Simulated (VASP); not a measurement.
# NbC2: single point with PBE

Crystal: NbC2.

```
Nb C
1.0
     2.69776   -1.55029   -0.01054
     2.69776    1.55029   -0.01054
    -1.79026    0.00000    4.06954
Nb C
1 2
Direct
  0.50000 0.50000 0.50000
  0.94461 0.94461 0.83445
  0.05539 0.05539 0.16555
```

* Program: VASP 6.6.1
* Task: single point
* Functional: PBE
* Potentials or basis: VASP PAW PBE potentials, release 64 (Nb_sv, C)
* Cutoff: 600 eV
* k mesh: 7 × 7 × 5
* Occupations: gaussian, width 0.2 eV
* Spin: no spin polarisation
* Dipole correction: no
* Further INCAR settings: ALGO = Normal; EDIFF = 1e-06; NBANDS = 18

The pressure is -0.3 GPa. The largest force is 0.099 eV/Å.

Forces on the atoms (eV/Å):
```
Nb   0.000  0.000  0.000
C    0.012  0.000 -0.099
C   -0.012  0.000  0.099
```

Stress tensor (GPa, compression positive):
```
-0.17  0.00  0.23
 0.00 -0.03  0.00
 0.23  0.00 -0.57
```

Levels at points of the mesh, in eV from the Fermi level:
```csv
k point,band 7,band 8,band 9,band 10,band 11,band 12,band 13,band 14
"(0.00, 0.00, 0.00)",-6.16,-1.73,-1.68,-1.27,-1.25,0.54,1.40,1.45
```

It took 35 s on 1 thread of Intel(R) Xeon(R) 6975P-C (Granite Rapids) (shared host), peak memory 0.2 GiB.
